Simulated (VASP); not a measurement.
# TiO2 (Rutile) (P4_2/mnm) in VASP: a series of runs, part 3 of 3

VASP 6.6.1. The steps go on from the part before.

## Step 7: Single point, PBE

This run uses another cell than the first one, of 11.02 Å³/atom, 1.128 times its volume.

Contents of INCAR:

```
PREC     = Accurate       # precision mode
ENCUT    = 520            # plane-wave cutoff, eV
EDIFF    = 1E-7           # SCF threshold, eV
ISMEAR   = 0              # smearing method
SIGMA    = 0.01           # smearing width, eV
LREAL    = F              # projectors in reciprocal space
LASPH    = T              # aspherical terms in the spheres
NELM     = 80             # most SCF steps
ALGO     = Normal         # electronic algorithm
ISIF     = 2              # what is computed and relaxed
LWAVE    = F              # write WAVECAR
LCHARG   = F              # write CHGCAR
GGA      = PE             # functional
NBANDS   = 33             # bands
```

Contents of KPOINTS:

```
Automatic mesh
0
Gamma
  4 4 6
```

Contents of POSCAR:

```
TiO2
1.0
    4.6822660031      0.0000000000      0.0000000000
    0.0000000000      4.6822660031      0.0000000000
    0.0000000000      0.0000000000      3.0154029610
Ti O
2 4
Direct
    0.0000000000      0.0000000000      0.0000000000
    0.5000000000      0.5000000000      0.5000000000
    0.3049600000      0.3049600000      0.0000000000
    0.1950400000      0.8049600000      0.5000000000
    0.6950400000      0.6950400000      0.0000000000
    0.8049600000      0.1950400000      0.5000000000
```

Potentials or basis: VASP PAW PBE potentials, release 64 (Ti_sv, O).

On the command line:

```sh
> cat potpaw_PBE.64/Ti_sv/POTCAR potpaw_PBE.64/O/POTCAR > POTCAR
> mpirun -np 1 vasp_std > vasp.out
```

OUTCAR:

```text
PREC = Accurate
   ENCUT = 520
   EDIFF = 1E-7
   ISMEAR = 0
   LREAL = F
   LASPH = T
   NELM = 80
   ISIF = 2
   GGA = PE

 ion  position               nearest neighbor table
   1  0.000  0.000  0.000-   4 1.99   6 1.99   4 1.99   6 1.99   5 2.02   3 2.02
   2  0.500  0.500  0.500-   3 1.99   5 1.99   3 1.99   5 1.99   4 2.02   6 2.02
   3  0.305  0.305  0.000-   2 1.99   2 1.99   1 2.02
   4  0.195  0.805  0.500-   1 1.99   1 1.99   2 2.02
   5  0.695  0.695  0.000-   2 1.99   2 1.99   1 2.02
   6  0.805  0.195  0.500-   1 1.99   1 1.99   2 2.02

  LATTYP: Found a simple tetragonal cell.
 ALAT       =     4.6822660031
 C/A-ratio  =     0.6440050520

  Lattice vectors:

 A1 = (   4.6822660031,   0.0000000000,   0.0000000000)
 A2 = (   0.0000000000,   4.6822660031,   0.0000000000)
 A3 = (   0.0000000000,   0.0000000000,   3.0154029610)

Analysis of symmetry for initial positions (statically):
=====================================================================
 Subroutine PRICEL returns:
 Original cell was already a primitive cell.

 Routine SETGRP: Setting up the symmetry group for a
 simple tetragonal supercell.

 Subroutine GETGRP returns: Found 16 space group operations
 (whereof  8 operations were pure point group operations)
 out of a pool of 16 trial point group operations.

The static configuration has the point symmetry D_2h.
 The point group associated with its full space group is D_4h.

Analysis of symmetry for dynamics (positions and initial velocities):
=====================================================================
 Subroutine PRICEL returns:
 Original cell was already a primitive cell.

 Routine SETGRP: Setting up the symmetry group for a
 simple tetragonal supercell.

 Subroutine GETGRP returns: Found 16 space group operations
 (whereof  8 operations were pure point group operations)
 out of a pool of 16 trial point group operations.

The dynamic configuration has the point symmetry D_2h.
 The point group associated with its full space group is D_4h.

 Subroutine INISYM returns: Found 16 space group operations
 (whereof  8 operations are pure point group operations),
 and found     1 'primitive' translations

----------------------------------------------------------------------------------------

                                     Primitive cell

  volume of cell :      66.1085

  direct lattice vectors                    reciprocal lattice vectors
     4.682266003  0.000000000  0.000000000     0.213571805  0.000000000  0.000000000
     0.000000000  4.682266003  0.000000000     0.000000000  0.213571805  0.000000000
     0.000000000  0.000000000  3.015402961     0.000000000  0.000000000  0.331630635

  length of vectors
     4.682266003  4.682266003  3.015402961     0.213571805  0.213571805  0.331630635

  position of ions in fractional coordinates (direct lattice)
     0.000000000  0.000000000  0.000000000
     0.500000000  0.500000000  0.500000000
     0.304960000  0.304960000  0.000000000
     0.195040000  0.804960000  0.500000000
     0.695040000  0.695040000  0.000000000
     0.804960000  0.195040000  0.500000000

  ion indices of the primitive-cell ions
   primitive index   ion index
                 1           1
                 2           2
[... 32 lines left out ...]
            Coordinates               Weight
  0.000000  0.000000  0.000000      1.000000
  0.250000  0.000000  0.000000      4.000000
  0.500000  0.000000  0.000000      2.000000
  0.250000  0.250000  0.000000      4.000000
  0.500000  0.250000  0.000000      4.000000
  0.500000  0.500000  0.000000      1.000000
[... 16 lines left out ...]
  0.500000  0.250000  0.500000      4.000000
  0.500000  0.500000  0.500000      1.000000
   k-points           NKPTS =     24   k-points in BZ     NKDIM =     24   number of bands    NBANDS=     33
   number of dos      NEDOS =    301   number of ions     NIONS =      6
   total plane-waves  NPLWV =  31104
   dimension x,y,z NGX =    36 NGY =   36 NGZ =   24
   dimension x,y,z NGXF=    72 NGYF=   72 NGZF=   48
   ions per type =               2   4
   NGX,Y,Z   is equivalent  to a cutoff of  12.78, 12.78, 13.23 a.u.
   NGXF,Y,Z  is equivalent  to a cutoff of  25.56, 25.56, 26.46 a.u.
 SYSTEM =  unknown system
   PREC   = accura    normal or accurate (medium, high low for compatibility)
   ISTART =      0    job   : 0-new  1-cont  2-samecut
   ICHARG =      2    charge: 1-file 2-atom 10-const
   ISPIN  =      1    spin polarized calculation?
   LNONCOLLINEAR =      F non collinear calculations
   LSORBIT =      F    spin-orbit coupling
   LASPH  =      T    aspherical Exc in radial PAW
   ENCUT  =  520.0 eV  38.22 Ry    6.18 a.u.   8.71  8.71  5.61*2*pi/ulx,y,z
   NELM   =     80;   NELMIN=  2; NELMDL= -5     # of ELM steps
   EDIFF  = 0.1E-06   stopping-criterion for ELM
   LREAL  =      F    real-space projection
   EDIFFG = 0.1E-05   stopping-criterion for IOM
   NSW    =      0    number of steps for IOM
   IBRION =     -1    ionic relax: 0-MD 1-quasi-New 2-CG
   NFREE  =      0    steps in history (QN), initial steepest desc. (CG)
   ISIF   =      2    stress and relaxation
   ISYM   =      2    0-nonsym 1-usesym 2-fastsym
   POTIM  = 0.5000    time-step for ionic-motion
   TEBEG  =    0.0;   TEEND  =   0.0 temperature during run
   PSTRESS=    0.0 pullay stress
   NELECT =      48.0000    total number of electrons
   NUPDOWN=      -1.0000    fix difference up-down
   EMIN   =  10.00;   EMAX   =-10.00  energy-range for DOS
   EFERMI =   0.00;   METHOD = LEGACY
   ISMEAR =     0;   SIGMA  =   0.01  broadening in eV -4-tet -1-fermi 0-gaus
   EFERMI_NEDOS =   21; number of points for ismear=-14 and -15
   IALGO  =     38    algorithm
   IMIX   =      4    mixing-type and parameters
     AMIX     =   0.40;   BMIX     =  1.00
     AMIX_MAG =   1.60;   BMIX_MAG =  1.00
  volume/ion in A,a.u.               =      11.02        74.35
  Fermi-wavevector in a.u.,A,eV,Ry     =   1.471418  2.780577 29.457579  2.165071
  Thomas-Fermi vector in A             =   2.586556
   LORBIT       =      0    0 simple, 1 ext, 2 COOP (PROOUT), +10 PAW based schemes
   GGA     = PE    functional components
   LHFCALC =     F    Hartree Fock is set to
   AEXX    =    0.0000 exact exchange contribution
   IVDW    =     0    specifies the selected vdW correction
   LEPSILON=     F    determine dielectric tensor
   LRPA    =     F    only Hartree local field effects (RPA)
 non-spin polarized calculation
 Gauss-broadening in eV      SIGMA  =   0.01
  energy-cutoff  :      520.00
  volume of cell :       66.11
 maximum number of plane-waves:      1819
 NGX is ok and might be reduce to    36
   NGX = 17   NGY = 17   NGZ = 11

 number of electron      48.0000007 magnetization

 Free energy of the ion-electron system (eV)
  ---------------------------------------------------
  ext. energy  EPLUGINS =         0.00000000
  ---------------------------------------------------
  free energy    TOTEN  =       -53.62927747 eV

  energy without entropy =      -53.62927747  energy(sigma->0) =      -53.62927747

 E-fermi :   4.3276     XC(G=0): -11.1097

 val. band max:        4.2749341007   @ k =   0.0000   0.0000   0.0000
 cond. band min:       6.0031399710   @ k =   0.0000   0.0000   0.0000
 fundamental gap:      1.7282058704
 Fermi energy:         4.3275663822

 k-point     1 :       0.0000    0.0000    0.0000
  band No.  band energies     occupation
      1     -52.8441      2.00000
      2     -52.8316      2.00000
      3     -29.1007      2.00000
      4     -29.1007      2.00000
      5     -28.9704      2.00000
      6     -28.9704      2.00000
[... 853 lines left out ...]
     32       9.6999      0.00000
     33       9.7331      0.00000

------------------------ aborting loop because EDIFF is reached ----------------------------------------

  FORCE on cell =-STRESS in cart. coord.  units (eV):
  Direction    XX          YY          ZZ          XY          YZ          ZX
  --------------------------------------------------------------------------------------
  -------------------------------------------------------------------------------------
  Total       -2.3430410     -2.3430410     -3.8944397      0.0000000      0.0000000      0.0000000
  in kB      -56.7849120    -56.7849120    -94.3839280      0.0000000      0.0000000      0.0000000
  external PRESSURE =     -69.3179173 kB  Pullay stress =       0.0000000 kB

 VOLUME and BASIS-vectors are now :
 -----------------------------------------------------------------------------
  energy-cutoff  :      520.00
  volume of cell :       66.11
      direct lattice vectors                 reciprocal lattice vectors
     4.682266003  0.000000000  0.000000000     0.213571805  0.000000000  0.000000000
     0.000000000  4.682266003  0.000000000     0.000000000  0.213571805  0.000000000
     0.000000000  0.000000000  3.015402961     0.000000000  0.000000000  0.331630635

 POSITION                                       TOTAL-FORCE (eV/Angst)
 -----------------------------------------------------------------------------------
      0.00000      0.00000      0.00000         0.000000     -0.000000     -0.000000
      2.34113      2.34113      1.50770         0.000000     -0.000000     -0.000000
      1.42790      1.42790      0.00000         0.104715      0.104715      0.000000
      0.91323      3.76904      1.50770        -0.104715      0.104715      0.000000
      3.25436      3.25436      0.00000        -0.104715     -0.104715     -0.000000
      3.76904      0.91323      1.50770         0.104715     -0.104715     -0.000000
 -----------------------------------------------------------------------------------
    total drift:                                0.000000      0.000000      0.000000

  FREE ENERGIE OF THE ION-ELECTRON SYSTEM (eV)
  ---------------------------------------------------
  free  energy   TOTEN  =       -53.6292774715 eV

  energy  without entropy=      -53.6292774715  energy(sigma->0) =      -53.62927747
```

Run time: 89 s. Hardware: 1 thread of Intel Xeon 8259CL, shared host; peak memory 0.19 GiB.

Results:

```
Free energy            : -53.6293 eV
Pressure               : -6.9 GPa
Largest force          : 0.148 eV/Å
Band gap on the k mesh : 1.73 eV, direct
```

Forces on the atoms (eV/Å):
```
Ti   0.000  0.000  0.000
Ti   0.000  0.000  0.000
O    0.105  0.105  0.000
O   -0.105  0.105  0.000
O   -0.105 -0.105  0.000
O    0.105 -0.105  0.000
```

A k mesh can miss the band edges. PBE gaps usually lie below the measured ones, often by a third to a half.

## Step 8: Overview

```csv
cell,gap on the mesh (eV),pressure (GPa),largest force (eV/Å)
"a = 4.498, b = 4.498, c = 2.897 Å, 6 atoms",2.02,23.9,0.46
"a = 4.530, b = 4.530, c = 2.917 Å, 6 atoms",1.97,17.3,0.34
"a = 4.561, b = 4.561, c = 2.938 Å, 6 atoms",1.92,11.4,0.23
"a = 4.592, b = 4.592, c = 2.957 Å, 6 atoms",1.87,6.1,0.13
"a = 4.623, b = 4.623, c = 2.977 Å, 6 atoms",1.82,1.3,0.03
"a = 4.682, b = 4.682, c = 3.015 Å, 6 atoms",1.73,-6.9,0.15
```

Alike in all rows: task single point; level PBE; potentials or basis VASP PAW PBE potentials, release 64 (Ti_sv, O); no spin polarisation; k mesh 4 × 4 × 6; cutoff (eV) 520; smearing gaussian 0.01 eV.

Absolute energies hang on the potentials; compare differences alone.

## Step 9: Comparison with measurements

Step 6. Against the measured gap of TiO2, 3.03 eV (direct; 1.6 K; quoted in “Shallow Valence Band of Rutile GeO2 and P-type Doping”, 2020, arxiv:2011.08928), the calculated 1.82 eV is off by -1.21 eV. 2 values of this kind are on record in papers (3.03 to 3.05 eV); this one was drawn at random among those near their median. The value is that of PBE on a finite k mesh, which can miss the band edges, without temperature or zero-point motion. Semilocal functionals fall short of measured gaps as a rule.
